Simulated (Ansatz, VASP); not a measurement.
One calculation of HC18F, two programs

```
C F H
1.0
     7.39800    0.00000    0.00000
    -3.69900    6.40686    0.00000
     0.00000    0.00000   13.00000
C F H
18 1 1
Direct
  0.98785 0.99534 0.07083
  0.21109 0.10550 0.07084
  0.98792 0.32853 0.07133
  0.21136 0.43891 0.07092
  0.98794 0.66236 0.07102
  0.21114 0.77225 0.07076
  0.32111 0.99535 0.07076
  0.54433 0.10542 0.07077
  0.32115 0.32863 0.07083
  0.54434 0.43886 0.07088
  0.32119 0.66207 0.07074
  0.54442 0.77218 0.07076
  0.65442 0.99529 0.07075
  0.87764 0.10522 0.07094
  0.65412 0.32855 0.07102
  0.87766 0.43893 0.07150
  0.65443 0.66203 0.07089
  0.87771 0.77222 0.07088
  0.91609 0.39700 0.32017
  0.91666 0.39884 0.24803
```

Alike in both runs: functional PBE; k mesh 2 × 2 × 1; occupations gaussian, width 0.02 eV; no spin polarisation.

Ansatz relaxed the structure, and its values are those at the end. VASP's run is a single point on that final structure, the one shown.

```csv
,VASP,Ansatz
version,VASP 6.6.1,Ansatz 0.2.0
potentials or method,"VASP PAW PBE potentials, release 64 (C, F, H), cutoff 520 eV","scalar-relativistic, plane waves, PAW"
valence electrons in the cell,80,80
```

```csv
,VASP,Ansatz,Ansatz less VASP
rms of the force components (eV/Å),0.053,0.004,-0.0498
```

With one functional, cell and mesh, what is left measures potentials, basis and numerics.

The k mesh is coarse, so the values compare programs but aren't converged.
